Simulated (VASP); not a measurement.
## Fe: single point with PBEsol

Fe:

```
Fe
1.0
    -1.39290    1.39290    1.39290
     1.39290   -1.39290    1.39290
     1.39290    1.39290   -1.39290
Fe
1
Direct
  0.00000 0.00000 0.00000
```

```
Program                : VASP 6.6.1
Task                   : single point
Functional             : PBEsol
Potentials or basis    : VASP PAW PBE potentials, release 64 (Fe)
Cutoff                 : 520 eV
k mesh                 : 20 × 20 × 20
Occupations            : gaussian, width 0.1 eV
Spin                   : collinear spin, ferromagnetic start
Starting moments       : [2.32] μB
Dipole correction      : no
Further INCAR settings : ALGO = Normal; EDIFF = 1e-06; NBANDS = 14
```

| Quantity | Value |
| --- | --- |
| Pressure | -0.1 GPa |
| Net moment | 2.09 μB per cell |
| Site moments | Fe +2.07 μB |
| Valence electrons inside the program's atomic spheres | Fe 7.38 |

Levels at points of the mesh, in eV from the Fermi level:
Spin up:
| k point | band 2 | band 3 | band 4 | band 5 | band 6 | band 7 | band 8 | band 9 |
| --- | --- | --- | --- | --- | --- | --- | --- | --- |
| (0.00, 0.00, 0.00) | -2.41 | -2.41 | -2.41 | -1.06 | -1.06 | 25.40 | 25.40 | 25.40 |
| (0.50, 0.00, 0.00) | -3.60 | -0.99 | -0.84 | 0.41 | 0.51 | 7.77 | 18.69 | 20.92 |
| (0.50, 0.50, 0.50) | -5.16 | 0.21 | 0.21 | 0.21 | 10.19 | 10.19 | 10.19 | 16.12 |
Spin down:
```tsv
k point	band 1	band 2	band 3	band 4	band 5	band 6	band 7
(0.00, 0.00, 0.00)	-8.56	-0.60	-0.60	-0.60	1.51	1.51	25.33
(0.50, 0.00, 0.00)	-3.99	-1.96	0.64	1.39	1.79	2.62	9.12
(0.50, 0.50, 0.50)	-3.45	-3.45	2.29	2.29	2.29	10.54	10.54
```

Run time: 46 s on 1 thread of Intel Xeon 6975P-C, with other jobs on the host, peak memory 0.17 GiB.

Caveat: the PAW data sets were made with another functional, which shifts forces and pressure a little.
